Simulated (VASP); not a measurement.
Cd4SeS3: single point with PBE

The system is Cd4SeS3.

```
CELL_PARAMETERS angstrom
4.24147 0.00000 0.00000
-2.12073 3.67322 0.00000
0.00000 0.00000 13.82700
ATOMIC_POSITIONS crystal
Cd 0.33333 0.66667 0.00477
Cd 0.33333 0.66667 0.49427
Cd 0.66667 0.33333 0.24954
Cd 0.66667 0.33333 0.76043
Se 0.33333 0.66667 0.68851
S 0.33333 0.66667 0.19083
S 0.66667 0.33333 0.43562
S 0.66667 0.33333 0.94603
```

```
Program             : VASP 6.6.1
Task                : single point
Functional          : PBE
Potentials or basis : VASP PAW PBE potentials, release 64 (Cd, Se, S)
Cutoff              : 520 eV
k mesh              : 6 × 6 × 2
Occupations         : gaussian, width 0.02 eV
Spin                : no spin polarisation
```

| Quantity | Value |
| --- | --- |
| Pressure | 0.3 GPa |
| Largest force | 0.014 eV/Å |
| Band gap on the k mesh | 0.74 eV |

Forces in eV/Å, atoms in the order of the input:
```
Cd   0.000  0.000 -0.004
Cd   0.000  0.000  0.004
Cd   0.000  0.000 -0.004
Cd   0.000  0.000  0.003
Se   0.000  0.000 -0.014
S    0.000  0.000  0.005
S    0.000  0.000  0.004
S    0.000  0.000  0.007
```

Levels at points of the mesh, in eV from the valence-band top:
| k point | band 32 | band 33 | band 34 | band 35 | band 36 | band 37 | band 38 | band 39 | band 40 | band 41 |
| --- | --- | --- | --- | --- | --- | --- | --- | --- | --- | --- |
| (0.00, 0.00, 0.00) | -0.52 | -0.52 | -0.27 | 0.00 | 0.00 | 0.74 | 2.29 | 2.34 | 2.61 | 5.68 |
| (0.50, 0.00, 0.00) | -1.52 | -1.46 | -1.34 | -1.31 | -0.78 | 3.08 | 3.09 | 3.26 | 3.53 | 4.78 |
| (0.00, 0.00, 0.50) | -0.79 | -0.46 | -0.46 | -0.01 | -0.01 | 1.63 | 1.67 | 2.34 | 2.60 | 5.78 |
| (0.50, 0.00, 0.50) | -1.73 | -1.31 | -1.19 | -1.16 | -0.83 | 2.90 | 2.94 | 3.48 | 3.59 | 5.06 |

Run time: 86 s on 1 thread of AMD EPYC 9R45 96-Core Processor (Zen 5), on a shared host, peak memory 0.35 GiB.

Caveat: semilocal functionals underestimate gaps, and a narrow one can read as zero.
